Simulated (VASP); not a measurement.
# Ge2Sb2Te5 (P-3m1) in VASP: notebook

Aim: see how the results for Ge2Sb2Te5 move with the level of theory and the settings. Levels: PBEsol+D4, PBEsol. Tasks: relaxation of cell and atoms, single point.

Program: VASP 6.6.1. These are calculated values, not measurements. Logs are shortened: lines on timing, memory, paths and dates and some standing lists are left out, and cuts for length are marked.

## 1. The cell of the first run

It takes space group P-3m1 (No. 164, trigonal). The conventional cell has a = 4.294 Å, b = 4.294 Å, c = 17.101 Å, α = 90.00°, β = 90.00°, γ = 120.00°. Te (site symmetry 3m) has 3 Sb at 3.01 Å and 3 Te at 3.70 Å within 4.0 Å. Te (site symmetry 3m) has 3 Ge at 3.00 Å and 3 Sb at 3.20 Å within 3.9 Å. Within 4.0 Å of Te (site symmetry -3m) lie 6 Ge at 3.04 Å. Sb (site symmetry 3m) has 6 Te at 3.01 to 3.20 Å within 4.0 Å. Within 3.9 Å of Ge (site symmetry 3m) lie 6 Te at 3.00 to 3.04 Å.

## 2. Relaxation of cell and atoms, PBEsol+D4

The input, INCAR:

```
SYSTEM = Ge2Sb2Te5
ALGO = Normal
EDIFF = 1E-6
EDIFFG = -0.01
ENCUT = 600
GGA = PS
IBRION = 2
ISIF = 3
ISMEAR = -1
IVDW = 13
LASPH = .TRUE.
LCHARG = .FALSE.
LREAL = .FALSE.
LWAVE = .FALSE.
NELM = 80
NSW = 60
PREC = Accurate
SIGMA = 0.05
```

The input, KPOINTS:

```
k-points
0
G
  7 7 2
  0 0 0
```

The input, POSCAR:

```
Ge2Sb2Te5
1.0
    4.2940644248      0.0000000000      0.0000000000
   -2.1470322124      3.7187688774      0.0000000000
    0.0000000000      0.0000000000     17.1013460000
Te Sb Ge
5 2 2
Direct
    0.6666666667      0.3333333333      0.4198920000
    0.3333333333      0.6666666667      0.5801080000
    0.3333333333      0.6666666667      0.2015420000
    0.6666666667      0.3333333333      0.7984580000
    0.0000000000      0.0000000000      0.0000000000
    0.0000000000      0.0000000000      0.3200680000
    0.0000000000      0.0000000000      0.6799320000
    0.6666666667      0.3333333333      0.1028950000
    0.3333333333      0.6666666667      0.8971050000
```

Potentials or basis: VASP PAW PBE potentials, release 64 (Te, Sb, Ge_d).

Command:

```bash
cat potpaw_PBE.64/Te/POTCAR potpaw_PBE.64/Sb/POTCAR potpaw_PBE.64/Ge_d/POTCAR > POTCAR
mpirun -np 1 vasp_std > vasp.out
```

OUTCAR:

```text
SYSTEM = Ge2Sb2Te5
   EDIFF = 1E-6
   EDIFFG = -0.01
   ENCUT = 600
   GGA = PS
   IBRION = 2
   ISIF = 3
   ISMEAR = -1
   IVDW = 13
   LASPH = .TRUE.
   LREAL = .FALSE.
   NELM = 80
   NSW = 60
   PREC = Accurate

 ion  position               nearest neighbor table
   1  0.667  0.333  0.420-   6 3.01   6 3.01   6 3.01
   2  0.333  0.667  0.580-   7 3.01   7 3.01   7 3.01
   3  0.333  0.667  0.202-   8 3.00   8 3.00   8 3.00   6 3.20   6 3.20   6 3.20
   4  0.667  0.333  0.798-   9 3.00   9 3.00   9 3.00   7 3.20   7 3.20   7 3.20
   5  0.000  0.000  0.000-   8 3.04   9 3.04   8 3.04   9 3.04   8 3.04   9 3.04
   6  0.000  0.000  0.320-   1 3.01   1 3.01   1 3.01   3 3.20   3 3.20   3 3.20
   7  0.000  0.000  0.680-   2 3.01   2 3.01   2 3.01   4 3.20   4 3.20   4 3.20
   8  0.667  0.333  0.103-   3 3.00   3 3.00   3 3.00   5 3.04   5 3.04   5 3.04
   9  0.333  0.667  0.897-   4 3.00   4 3.00   4 3.00   5 3.04   5 3.04   5 3.04

  LATTYP: Found a hexagonal cell.
 ALAT       =     4.2940644248
 C/A-ratio  =     3.9825545936

  Lattice vectors:

 A1 = (   4.2940644248,   0.0000000000,   0.0000000000)
 A2 = (  -2.1470322124,   3.7187688774,   0.0000000000)
 A3 = (   0.0000000000,   0.0000000000,  17.1013460000)

Analysis of symmetry for initial positions (statically):
=====================================================================
 Subroutine PRICEL returns:
 Original cell was already a primitive cell.

 Routine SETGRP: Setting up the symmetry group for a
 hexagonal supercell.

 Subroutine GETGRP returns: Found 12 space group operations
 (whereof 12 operations were pure point group operations)
 out of a pool of 24 trial point group operations.

The static configuration has the point symmetry D_3d.

Analysis of symmetry for dynamics (positions and initial velocities):
=====================================================================
 Subroutine PRICEL returns:
 Original cell was already a primitive cell.

 Routine SETGRP: Setting up the symmetry group for a
 hexagonal supercell.

 Subroutine GETGRP returns: Found 12 space group operations
 (whereof 12 operations were pure point group operations)
 out of a pool of 24 trial point group operations.

The dynamic configuration has the point symmetry D_3d.

 Subroutine INISYM returns: Found 12 space group operations
 (whereof 12 operations are pure point group operations),
 and found     1 'primitive' translations

----------------------------------------------------------------------------------------

                                     Primitive cell

  volume of cell :     273.0851

  direct lattice vectors                    reciprocal lattice vectors
     4.294064425  0.000000000  0.000000000     0.232879599  0.134453099  0.000000000
[... 85 lines left out ...]
   ISPIN  =      1    spin polarized calculation?
   LNONCOLLINEAR =      F non collinear calculations
   LSORBIT =      F    spin-orbit coupling
   LASPH  =      T    aspherical Exc in radial PAW
   ENCUT  =  600.0 eV  44.10 Ry    6.64 a.u.   8.58  8.58 34.16*2*pi/ulx,y,z
   NELM   =     80;   NELMIN=  2; NELMDL= -5     # of ELM steps
   EDIFF  = 0.1E-05   stopping-criterion for ELM
   LREAL  =      F    real-space projection
   EDIFFG = -.1E-01   stopping-criterion for IOM
   NSW    =     60    number of steps for IOM
   IBRION =      2    ionic relax: 0-MD 1-quasi-New 2-CG
   NFREE  =      1    steps in history (QN), initial steepest desc. (CG)
   ISIF   =      3    stress and relaxation
   ISYM   =      2    0-nonsym 1-usesym 2-fastsym
   POTIM  = 0.5000    time-step for ionic-motion
   TEBEG  =    0.0;   TEEND  =   0.0 temperature during run
   PSTRESS=    0.0 pullay stress
   NELECT =      68.0000    total number of electrons
   NUPDOWN=      -1.0000    fix difference up-down
   EMIN   =  10.00;   EMAX   =-10.00  energy-range for DOS
   EFERMI =   0.00;   METHOD = LEGACY
   ISMEAR =    -1;   SIGMA  =   0.05  broadening in eV -4-tet -1-fermi 0-gaus
   EFERMI_NEDOS =   21; number of points for ismear=-14 and -15
   IALGO  =     38    algorithm
   IMIX   =      4    mixing-type and parameters
     AMIX     =   0.40;   BMIX     =  1.00
     AMIX_MAG =   1.60;   BMIX_MAG =  1.00
  volume/ion in A,a.u.               =      30.34       204.76
  Fermi-wavevector in a.u.,A,eV,Ry     =   1.029940  1.946304 14.432730  1.060776
  Thomas-Fermi vector in A             =   2.164013
   LORBIT       =      0    0 simple, 1 ext, 2 COOP (PROOUT), +10 PAW based schemes
   GGA     = PS    functional components
   LHFCALC =     F    Hartree Fock is set to
   AEXX    =    0.0000 exact exchange contribution
   IVDW    =    13    specifies the selected vdW correction
   LEPSILON=     F    determine dielectric tensor
   LRPA    =     F    only Hartree local field effects (RPA)
 conjugate gradient relaxation of ions
 non-spin polarized calculation
  energy-cutoff  :      600.00
  volume of cell :      273.09
 maximum number of plane-waves:      9146
 NGX is ok and might be reduce to    36
   NGX = 17   NGY = 17   NGZ = 69

--------------------------------------- Ionic step        1  -------------------------------------------

 number of electron      68.0000023 magnetization

 Free energy of the ion-electron system (eV)
  ---------------------------------------------------
  ext. energy  EPLUGINS =         0.00000000
  ---------------------------------------------------
  free energy    TOTEN  =       -37.50796064 eV

  energy without entropy =      -37.50662434  energy(sigma->0) =      -37.50729249

------------------------ aborting loop because EDIFF is reached ----------------------------------------

  DFT-D4 for vdW energy calculation

  Edisp (eV):   -2.33636
[... 126 lines left out ...]
  FREE ENERGIE OF THE ION-ELECTRON SYSTEM (eV)
  ---------------------------------------------------
  free  energy   TOTEN  =       -40.0422336934 eV

  energy  without entropy=      -40.0392950809  energy(sigma->0) =      -40.04076439

[... ionic steps 4 to 18 ...]

--------------------------------------- Ionic step       19  -------------------------------------------

 number of electron      67.9999985 magnetization

------------------------ aborting loop because EDIFF is reached ----------------------------------------
[... 89 lines left out ...]
--------------------------------------- Ionic step       21  -------------------------------------------

 number of electron      67.9999986 magnetization

 Free energy of the ion-electron system (eV)
  ---------------------------------------------------
  ext. energy  EPLUGINS =         0.00000000
  ---------------------------------------------------
  free energy    TOTEN  =       -37.57131887 eV

  energy without entropy =      -37.56753760  energy(sigma->0) =      -37.56942824

 E-fermi :   7.1516     XC(G=0):  -9.9195

 val. band max:        6.9879540515   @ k =   0.0000   0.0000   0.5000
 cond. band min:       7.1803583602   @ k =   0.0000   0.0000   0.0000
 fundamental gap:      0.1924043086
 Fermi energy:         7.1516454545

 k-point     1 :       0.0000    0.0000    0.0000
  band No.  band energies     occupation
      1     -17.8403      2.00000
      2     -17.8403      2.00000
      3     -17.8391      2.00000
      4     -17.8391      2.00000
      5     -17.8315      2.00000
      6     -17.8313      2.00000
[... 717 lines left out ...]
  FREE ENERGIE OF THE ION-ELECTRON SYSTEM (eV)
  ---------------------------------------------------
  free  energy   TOTEN  =       -40.0746451947 eV

  energy  without entropy=      -40.0708639240  energy(sigma->0) =      -40.07275456

 reached required accuracy - stopping structural energy minimisation
```

OSZICAR:

```text
N       E                     dE             d eps       ncg     rms          rms(c)
DAV:   1     0.641415391214E+03    0.64142E+03   -0.29829E+04  1560   0.248E+03
DAV:   2     0.684428899051E+02   -0.57297E+03   -0.55875E+03  1352   0.658E+02
DAV:   3    -0.306463511768E+02   -0.99089E+02   -0.96322E+02  1536   0.169E+02
DAV:   4    -0.374857793358E+02   -0.68394E+01   -0.67003E+01  1568   0.513E+01
[... 193 lines left out ...]
DAV:   1    -0.375713522093E+02    0.63992E-03   -0.12861E-03  1800   0.273E-01    0.409E-02
DAV:   2    -0.375713281350E+02    0.24074E-04   -0.64650E-05  1744   0.814E-02    0.217E-02
DAV:   3    -0.375713210299E+02    0.71052E-05   -0.10540E-05  1624   0.276E-02    0.102E-02
DAV:   4    -0.375713188786E+02    0.21513E-05   -0.41172E-06  1224   0.141E-02    0.362E-03
DAV:   5    -0.375713188712E+02    0.73205E-08   -0.22637E-06  1056   0.103E-02
  21 F= -.40074645E+02 E0= -.40072755E+02  d E =-.147716E-04
```

CONTCAR:

```text
Ge2Sb2Te5
   1.00000000000000
     4.1891033439801282    0.0000000000000000   -0.0000000000000000
    -2.0945516719900641    3.6278699149986644   -0.0000000000000000
     0.0000000000000000    0.0000000000000000   16.6393835340330121
  Te              Sb              Ge
     5     2     2
Direct
     0.6666666667000030    0.3333333332999970    0.4228841180081306
     0.3333333332999970    0.6666666667000030    0.5771158819918695
     0.3333333332999970    0.6666666667000030    0.1992722269320753
     0.6666666667000030    0.3333333332999970    0.8007277730679245
     0.0000000000000000    0.0000000000000000    0.0000000000000000
     0.0000000000000000    0.0000000000000000    0.3188161402041410
     0.0000000000000000    0.0000000000000000    0.6811838597958585
     0.6666666667000030    0.3333333332999970    0.1007266727402936
     0.3333333332999970    0.6666666667000030    0.8992733272597064

  0.00000000E+00  0.00000000E+00  0.00000000E+00
  0.00000000E+00  0.00000000E+00  0.00000000E+00
  0.00000000E+00  0.00000000E+00  0.00000000E+00
  0.00000000E+00  0.00000000E+00  0.00000000E+00
  0.00000000E+00  0.00000000E+00  0.00000000E+00
  0.00000000E+00  0.00000000E+00  0.00000000E+00
  0.00000000E+00  0.00000000E+00  0.00000000E+00
  0.00000000E+00  0.00000000E+00  0.00000000E+00
  0.00000000E+00  0.00000000E+00  0.00000000E+00
```

Wall time 31 min (1 thread of Intel Xeon 6975P-C (Granite Rapids), shared host); peak memory 0.6 GiB.

Results:

```yaml
Free_energy: -40.0746 eV
Relaxed_volume: 28.10 Å³/atom
Relaxed_cell: a = 4.189 Å, b = 4.189 Å, c = 16.639 Å, α = 90.00°, β = 90.00°, γ = 120.00°
Space_group_after_relaxing_to_0.1_Å: P-3m1 (No. 164)
Energy_gained_by_relaxing: 25.6 meV/atom
Ionic_steps: 21
Pressure_after_relaxing: 0.0 GPa
Largest_force_after_relaxing: 0.004 eV/Å
Band_gap_on_the_k_mesh: zero (filled and empty bands touch)
Dispersion_energy_per_atom: -0.278 eV
```

Forces in eV/Å, atoms in the order of the input:
```
Te   0.000  0.000  0.002
Te   0.000  0.000 -0.002
Te   0.000  0.000  0.002
Te   0.000  0.000 -0.002
Te   0.000  0.000  0.000
Sb   0.000  0.000 -0.004
Sb   0.000  0.000  0.004
Ge   0.000  0.000  0.001
Ge   0.000  0.000 -0.001
```

Step by step:
```
step  energy change (eV)  largest force (eV/Å)  pressure (GPa)  volume (Å³)
   1              0.0000                0.1025           -3.14       273.09
   2             -0.1781                0.5301            1.25       250.23
   3             -0.1979                0.3786            0.06       255.10
   4             -0.1979                0.3678           -0.02       255.45
   5             -0.2151                0.2137            0.02       254.35
   6             -0.2216                0.1476            0.07       253.25
   7             -0.2217                0.1498            0.09       253.14
   8             -0.2259                0.0951           -0.18       253.60
   9             -0.2277                0.0629           -0.29       253.98
  10             -0.2270                0.0674           -0.61       254.74
  11             -0.2281                0.0532           -0.22       254.21
  12             -0.2298                0.0424            0.13       252.37
  13             -0.2301                0.0278            0.04       252.78
  14             -0.2301                0.0295            0.00       252.87
  15             -0.2301                0.0278            0.04       252.83
  16             -0.2303                0.0145            0.02       252.80
  17             -0.2303                0.0124            0.02       252.79
  18             -0.2303                0.0121            0.01       252.77
  19             -0.2303                0.0119            0.02       252.79
  20             -0.2303                0.0042           -0.06       252.95
  21             -0.2303                0.0040            0.00       252.88
```

Final structure:
```yaml
crystal:
  lattice:
    - [4.18910, 0.00000, 0.00000]
    - [-2.09455, 3.62787, 0.00000]
    - [0.00000, 0.00000, 16.63938]
  atoms:
    - { symbol: Te, position: [0.66667, 0.33333, 0.42288] }
    - { symbol: Te, position: [0.33333, 0.66667, 0.57712] }
    - { symbol: Te, position: [0.33333, 0.66667, 0.19927] }
    - { symbol: Te, position: [0.66667, 0.33333, 0.80073] }
    - { symbol: Te, position: [0.00000, 0.00000, 0.00000] }
    - { symbol: Sb, position: [0.00000, 0.00000, 0.31882] }
    - { symbol: Sb, position: [0.00000, 0.00000, 0.68118] }
    - { symbol: Ge, position: [0.66667, 0.33333, 0.10073] }
    - { symbol: Ge, position: [0.33333, 0.66667, 0.89927] }
```

Caveat: the PAW data sets were made with another functional, which shifts forces and pressure a little; spin-orbit coupling is left out, which moves the levels of the heavy elements.

## 3. Single point, PBEsol

This run uses another cell than the first one, of 29.00 Å³/atom.

The input, INCAR:

```
SYSTEM = Ge2Sb2Te5
PREC = Accurate
ENCUT = 500
EDIFF = 1E-6
ISMEAR = -1
SIGMA = 0.05
LREAL = .FALSE.
LASPH = .TRUE.
NELM = 120
ALGO = Normal
ISIF = 2
LWAVE = .FALSE.
LCHARG = .FALSE.
GGA = PS
NBANDS = 44
GGA_COMPAT = .FALSE.
```

The input, KPOINTS:

```
regular mesh
0
G
  7 7 2
  0 0 0
```

The input, POSCAR:

```
Ge2Sb2Te5
1.0
    4.2252556920      0.0000000000      0.0000000000
   -2.1126278460      3.6591787668      0.0000000000
    0.0000000000      0.0000000000     16.8789735618
Te Sb Ge
5 2 2
Direct
    0.6666666667      0.3333333333      0.4185582094
    0.3333333333      0.6666666667      0.5814417906
    0.3333333333      0.6666666667      0.1981745280
    0.6666666667      0.3333333333      0.8018254720
    0.0000000000      0.0000000000      0.0000000000
    0.0000000000      0.0000000000      0.3167948819
    0.0000000000      0.0000000000      0.6832051181
    0.6666666667      0.3333333333      0.1002494747
    0.3333333333      0.6666666667      0.8997505253
```

Potentials or basis: VASP PAW PBE potentials, release 64 (Te, Sb, Ge_d).

Command:

```bash
cat potpaw_PBE.64/Te/POTCAR potpaw_PBE.64/Sb/POTCAR potpaw_PBE.64/Ge_d/POTCAR > POTCAR
mpirun -np 1 vasp_std > vasp.out
```

Wall time 3.3 min (1 thread of AMD EPYC 9R14 (Zen 4), shared host); peak memory 0.41 GiB.

It converged, with:

* Free energy: -37.6049 eV
* Pressure: 0.1 GPa
* Largest force: 0.036 eV/Å
* Band gap on the k mesh: 0.15 eV

Forces on the atoms (eV/Å):
```
Te   0.000  0.000  0.036
Te   0.000  0.000 -0.036
Te   0.000  0.000  0.006
Te   0.000  0.000 -0.006
Te   0.000  0.000  0.000
Sb   0.000  0.000 -0.034
Sb   0.000  0.000  0.034
Ge   0.000  0.000  0.003
Ge   0.000  0.000 -0.003
```

Levels at points of the mesh, in eV from the valence-band top:
```tsv
k point	band 32	band 33	band 34	band 35	band 36	band 37
(0.00, 0.00, 0.00)	-1.14	-0.84	0.00	0.15	0.15	0.22
(0.00, 0.00, 0.50)	-1.43	-0.71	-0.17	0.35	0.35	0.50
```

Caveat: the PAW data sets were made with another functional, which shifts forces and pressure a little; spin-orbit coupling is left out, which moves the levels of the heavy elements.

The gap in the log of VASP goes by the Fermi energy; the results here count the filled bands.